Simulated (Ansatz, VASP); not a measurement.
**One calculation of NiO2, two programs**

File INCAR:

```
PREC = Accurate
ENCUT = 520
EDIFF = 1E-6
ISMEAR = 0
SIGMA = 0.05
LREAL = F
LASPH = T
NELM = 80
ALGO = Normal
ISIF = 2
LWAVE = F
LCHARG = F
GGA = PS
NBANDS = 18
```

KPOINTS

```
regular mesh
0
Gamma
  12 12 6
```

POSCAR

```
NiO2
1.0
    2.7478231521      0.0000000000      0.0000000000
   -1.3739115761      2.3796846548      0.0000000000
    0.0000000000      0.0000000000      5.1043562873
Ni O
1 2
Direct
    0.0000000000      0.0000000000      0.5000000000
    0.6666666667      0.3333333333      0.6750910825
    0.3333333333      0.6666666667      0.3249089175
```

Input for Ansatz:

```yaml
crystal:
  lattice:
    - [2.7478231521, 0.0, 0.0]
    - [-1.3739115761, 2.3796846548, 0.0]
    - [0.0, 0.0, 5.1043562873]
  atoms:
    - { symbol: Ni, position: [0.0, 0.0, 0.5] }
    - { symbol: O, position: [0.6666666667, 0.3333333333, 0.6750910825] }
    - { symbol: O, position: [0.3333333333, 0.6666666667, 0.3249089175] }
basis:
  ecutwfc: 520.0
kpoints:
  mp_grid: { grid: [12, 12, 6] }
hamiltonian:
  xc: pbesol
scf:
  occupations: { method: gaussian, width: 0.05 }
output:
  forces: true
  stress: true
  eigenvalues: true
```

Alike in both runs: task single point; functional PBEsol; k mesh 12 × 12 × 6; occupations gaussian, width 0.05 eV; no spin polarisation.

```csv
,VASP,Ansatz
version,VASP 6.6.1,Ansatz 0.2.0
potentials or method,"VASP PAW PBE potentials, release 64 (Ni, O), cutoff 520 eV","scalar-relativistic, plane waves, PAW"
valence electrons in the cell,22,30
```

|  | VASP | Ansatz | Ansatz less VASP |
| --- | --- | --- | --- |
| gap on the k mesh at the Fermi level (eV) | 1.16 | 1.18 | +0.024 |
| least direct gap on the mesh (eV) | 1.46 | 1.49 | +0.022 |
| pressure (GPa) | 12.6 | 11.9 | -0.67 |
| traceless stress, the component that is largest in VASP (GPa) | -2.22 | -1.77 | +0.444 |
| rms of the force components (eV/Å) | 0.593 | 0.559 | -0.0337 |

VASP's potentials were made for PBE, not for PBEsol. Atom by atom the forces differ by 0.034 eV/Å (rms over components). With one functional, cell and mesh, what is left measures potentials, basis and numerics. VASP's potentials hold 22 valence electrons a cell and Ansatz's 30, so a difference there can come from the potentials and not from the codes.
